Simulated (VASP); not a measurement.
# KBr (rock salt type) (Fm-3m) in VASP: notebook

KBr (rock salt type) is run at these levels: PBE, r2SCAN; tasks: single point.

Everything below comes from runs of VASP 6.6.1. Logs are shortened: lines on timing, memory, paths and dates and some standing lists are left out, and cuts for length are marked.

### Step 1. The cell of the first run

The structure is cubic, space group Fm-3m (No. 225). Conventional cell: a = 6.700 Å, b = 6.700 Å, c = 6.700 Å, α = 90.00°, β = 90.00°, γ = 90.00°. K (site symmetry m-3m) has 6 Br at 3.35 Å within 4.4 Å. Within 4.4 Å of Br (site symmetry m-3m) lie 6 K at 3.35 Å.

### Step 2. Single point, PBE

The input, INCAR:

```
ALGO     = Normal         # electronic algorithm
EDIFF    = 1E-6           # SCF threshold, eV
ENCUT    = 520            # plane-wave cutoff, eV
GGA      = PE             # functional
ISIF     = 2              # what is computed and relaxed
ISMEAR   = -1             # smearing method
LASPH    = T              # aspherical terms in the spheres
LCHARG   = F              # write CHGCAR
LREAL    = F              # projectors in reciprocal space
LWAVE    = F              # write WAVECAR
NBANDS   = 15             # bands
NELM     = 80             # most SCF steps
PREC     = Accurate       # precision mode
SIGMA    = 0.02           # smearing width, eV
```

The input, KPOINTS:

```
k-points
0
Gamma
  6 6 6
```

The input, POSCAR:

```
KBr
1.0
    0.0000000000      3.3500000000      3.3500000000
    3.3500000000      0.0000000000      3.3500000000
    3.3500000000      3.3500000000      0.0000000000
K Br
1 1
Direct
    0.0000000000      0.0000000000      0.0000000000
    0.5000000000      0.5000000000      0.5000000000
```

Potentials or basis: VASP PAW PBE potentials, release 64 (K_sv, Br).

On the command line:

```bash
$ cat potpaw_PBE.64/K_sv/POTCAR potpaw_PBE.64/Br/POTCAR > POTCAR
$ mpirun -np 1 vasp_std > vasp.out
```

OUTCAR:

```text
EDIFF = 1E-6
   ENCUT = 520
   GGA = PE
   ISIF = 2
   ISMEAR = -1
   LASPH = T
   LREAL = F
   NELM = 80
   PREC = Accurate

 ion  position               nearest neighbor table
   1  0.000  0.000  0.000-
   2  0.500  0.500  0.500-

  LATTYP: Found a face centered cubic cell.
 ALAT       =     6.7000000000

  Lattice vectors:

 A1 = (   0.0000000000,   3.3500000000,   3.3500000000)
 A2 = (   3.3500000000,   0.0000000000,   3.3500000000)
 A3 = (   3.3500000000,   3.3500000000,   0.0000000000)

Analysis of symmetry for initial positions (statically):
=====================================================================
 Subroutine PRICEL returns:
 Original cell was already a primitive cell.

 Routine SETGRP: Setting up the symmetry group for a
 face centered cubic supercell.

 Subroutine GETGRP returns: Found 48 space group operations
 (whereof 48 operations were pure point group operations)
 out of a pool of 48 trial point group operations.

The static configuration has the point symmetry O_h .

Analysis of symmetry for dynamics (positions and initial velocities):
=====================================================================
 Subroutine PRICEL returns:
 Original cell was already a primitive cell.

 Routine SETGRP: Setting up the symmetry group for a
 face centered cubic supercell.

 Subroutine GETGRP returns: Found 48 space group operations
 (whereof 48 operations were pure point group operations)
 out of a pool of 48 trial point group operations.

The dynamic configuration has the point symmetry O_h .

 Subroutine INISYM returns: Found 48 space group operations
 (whereof 48 operations are pure point group operations),
 and found     1 'primitive' translations

----------------------------------------------------------------------------------------

                                     Primitive cell

  volume of cell :      75.1908

  direct lattice vectors                    reciprocal lattice vectors
     0.000000000  3.350000000  3.350000000    -0.149253731  0.149253731  0.149253731
     3.350000000  0.000000000  3.350000000     0.149253731 -0.149253731  0.149253731
     3.350000000  3.350000000  0.000000000     0.149253731  0.149253731 -0.149253731

[... 77 lines left out ...]
   NSW    =      0    number of steps for IOM
   IBRION =     -1    ionic relax: 0-MD 1-quasi-New 2-CG
   NFREE  =      0    steps in history (QN), initial steepest desc. (CG)
   ISIF   =      2    stress and relaxation
   ISYM   =      2    0-nonsym 1-usesym 2-fastsym
   POTIM  = 0.5000    time-step for ionic-motion
   TEBEG  =    0.0;   TEEND  =   0.0 temperature during run
   PSTRESS=    0.0 pullay stress
   NELECT =      16.0000    total number of electrons
   NUPDOWN=      -1.0000    fix difference up-down
   EMIN   =  10.00;   EMAX   =-10.00  energy-range for DOS
   EFERMI =   0.00;   METHOD = LEGACY
   ISMEAR =    -1;   SIGMA  =   0.02  broadening in eV -4-tet -1-fermi 0-gaus
   EFERMI_NEDOS =   21; number of points for ismear=-14 and -15
   IALGO  =     38    algorithm
   IMIX   =      4    mixing-type and parameters
     AMIX     =   0.40;   BMIX     =  1.00
     AMIX_MAG =   1.60;   BMIX_MAG =  1.00
  volume/ion in A,a.u.               =      37.60       253.71
  Fermi-wavevector in a.u.,A,eV,Ry     =   0.977372  1.846966 12.997055  0.955257
  Thomas-Fermi vector in A             =   2.108065
   LORBIT       =      0    0 simple, 1 ext, 2 COOP (PROOUT), +10 PAW based schemes
   GGA     = PE    functional components
   LHFCALC =     F    Hartree Fock is set to
   AEXX    =    0.0000 exact exchange contribution
   IVDW    =     0    specifies the selected vdW correction
   LEPSILON=     F    determine dielectric tensor
   LRPA    =     F    only Hartree local field effects (RPA)
 non-spin polarized calculation
  energy-cutoff  :      520.00
  volume of cell :       75.19
 maximum number of plane-waves:      2085
   NGX = 17   NGY = 17   NGZ = 17

 number of electron      16.0000000 magnetization

 Free energy of the ion-electron system (eV)
  ---------------------------------------------------
  ext. energy  EPLUGINS =         0.00000000
  ---------------------------------------------------
  free energy    TOTEN  =        -6.22354050 eV

  energy without entropy =       -6.22354050  energy(sigma->0) =       -6.22354050

 E-fermi :  -1.3825     XC(G=0):  -7.1922

 val. band max:       -1.9134385746   @ k =   0.0000   0.0000   0.0000
 cond. band min:       2.4024562466   @ k =   0.0000   0.0000   0.0000
 fundamental gap:      4.3158948212
 Fermi energy:        -1.3824928486

 k-point     1 :       0.0000    0.0000    0.0000
  band No.  band energies     occupation
      1     -29.7938      2.00000
      2     -14.1530      2.00000
      3     -13.2675      2.00000
      4     -13.2675      2.00000
      5     -13.2675      2.00000
      6      -1.9134      2.00000
      7      -1.9134      2.00000
      8      -1.9134      2.00000
      9       2.4025      0.00000
     10       5.6773      0.00000
     11       5.6773      0.00000
     12       5.6773      0.00000
     13       6.4727      0.00000
     14       6.4727      0.00000
[... 257 lines left out ...]
      2     -14.1369      2.00000
      3     -13.3308      2.00000
      4     -13.3084      2.00000
      5     -13.2058      2.00000
      6      -2.5786      2.00000
      7      -2.3515      2.00000
      8      -2.3340      2.00000
      9       4.6801      0.00000
     10       5.8247      0.00000
     11       6.2627      0.00000
     12       7.1516      0.00000
     13       7.9546      0.00000
     14       8.7262      0.00000
     15       9.1799      0.00000

------------------------ aborting loop because EDIFF is reached ----------------------------------------

  FORCE on cell =-STRESS in cart. coord.  units (eV):
  Direction    XX          YY          ZZ          XY          YZ          ZX
  --------------------------------------------------------------------------------------
  -------------------------------------------------------------------------------------
  Total        0.0302917      0.0302917      0.0302917     -0.0000000     -0.0000000      0.0000000
  in kB        0.6454615      0.6454615      0.6454615     -0.0000000     -0.0000000      0.0000000
  external PRESSURE =       0.6454615 kB  Pullay stress =       0.0000000 kB

 VOLUME and BASIS-vectors are now :
 -----------------------------------------------------------------------------
  energy-cutoff  :      520.00
  volume of cell :       75.19
      direct lattice vectors                 reciprocal lattice vectors
     0.000000000  3.350000000  3.350000000    -0.149253731  0.149253731  0.149253731
     3.350000000  0.000000000  3.350000000     0.149253731 -0.149253731  0.149253731
     3.350000000  3.350000000  0.000000000     0.149253731  0.149253731 -0.149253731

 POSITION                                       TOTAL-FORCE (eV/Angst)
 -----------------------------------------------------------------------------------
      0.00000      0.00000      0.00000         0.000000      0.000000      0.000000
      3.35000      3.35000      3.35000        -0.000000     -0.000000     -0.000000
 -----------------------------------------------------------------------------------
    total drift:                                0.000000      0.000000      0.000000

  FREE ENERGIE OF THE ION-ELECTRON SYSTEM (eV)
  ---------------------------------------------------
  free  energy   TOTEN  =        -6.2235405044 eV

  energy  without entropy=       -6.2235405044  energy(sigma->0) =       -6.22354050
```

stdout:

```text
POSCAR found type information on POSCAR K Br
 POSCAR found :  2 types and       2 ions
 scaLAPACK will be used
 LDA part: xc-table for (Slater+PW92), standard interpolation
 POSCAR, INCAR and KPOINTS ok, starting setup
 FFT: planning ... GRIDC
 FFT: planning ... GRID_SOFT
 FFT: planning ... GRID
 WAVECAR not read
 entering main loop
```

Wall time 7.8 s (1 thread of Intel Xeon 6975P-C (Granite Rapids), shared host); peak memory 0.2 GiB.

What came out:

```yaml
Free_energy: -6.2235 eV
Pressure: 0.1 GPa
Band_gap_on_the_k_mesh: 4.32 eV
```

Levels at points of the mesh, in eV from the valence-band top:
| k point | band 4 | band 5 | band 6 | band 7 | band 8 | band 9 | band 10 | band 11 | band 12 | band 13 |
| --- | --- | --- | --- | --- | --- | --- | --- | --- | --- | --- |
| (0.00, 0.00, 0.00) | -11.35 | -11.35 | 0.00 | 0.00 | 0.00 | 4.32 | 7.59 | 7.59 | 7.59 | 8.39 |
| (0.50, 0.00, 0.00) | -11.36 | -11.12 | -1.09 | -0.30 | -0.30 | 6.49 | 8.06 | 9.64 | 9.64 | 9.93 |
| (0.50, 0.50, 0.00) | -11.38 | -11.38 | -0.77 | -0.27 | -0.27 | 5.91 | 7.03 | 9.26 | 9.29 | 9.51 |

### Step 3. Single point, r2SCAN

POSCAR is that of step 2.

The input, INCAR.step1:

```
PREC = Accurate ; ENCUT = 520
ISMEAR = -1 ; SIGMA = 0.02
LREAL = False ; LASPH = True
NELM = 60 ; NBANDS = 15
GGA = PE ; ALGO = Normal
EDIFF = 1E-4 ; LWAVE = True
LCHARG = False
```

The input, INCAR.step2:

```
PREC = Accurate ; ENCUT = 520
EDIFF = 1E-6 ; ISMEAR = -1
SIGMA = 0.02 ; LREAL = False
LASPH = True ; NELM = 60
ALGO = Normal ; ISIF = 2
LWAVE = False ; LCHARG = False
METAGGA = R2SCAN ; LMIXTAU = True
NBANDS = 15 ; ISTART = 1
```

The input, KPOINTS:

```
Automatic mesh
0
Gamma
  6 6 6
```

Potentials or basis: VASP PAW PBE potentials, release 64 (K_sv, Br).

On the command line:

```bash
$ cat potpaw_PBE.64/K_sv/POTCAR potpaw_PBE.64/Br/POTCAR > POTCAR
$ cp INCAR.step1 INCAR
$ mpirun -np 1 vasp_std > vasp.out
$ cp INCAR.step2 INCAR
$ mpirun -np 1 vasp_std > vasp.out
```

It took 34 s on 1 thread of Intel Xeon 6975P-C (Granite Rapids), shared host; peak memory 0.22 GiB.

It converged, with:

* Free energy: -23.2433 eV
* Pressure: -0.6 GPa
* Band gap on the k mesh: 4.95 eV

Levels at points of the mesh, in eV from the valence-band top:
```
           k point  band 5  band 6  band 7  band 8  band 9  band 10  band 11  band 12
(0.00, 0.00, 0.00)  -11.68    0.00    0.00    0.00    4.95     8.23     8.23     8.23
(0.50, 0.00, 0.00)  -11.46   -1.08   -0.29   -0.29    7.03     8.70    10.41    10.41
(0.50, 0.50, 0.00)  -11.71   -0.78   -0.27   -0.27    6.41     7.86     9.88    10.13
```

Caveat: the PAW data sets were made with another functional, which shifts forces and pressure a little.

(Part 1 of 2 ends here.)
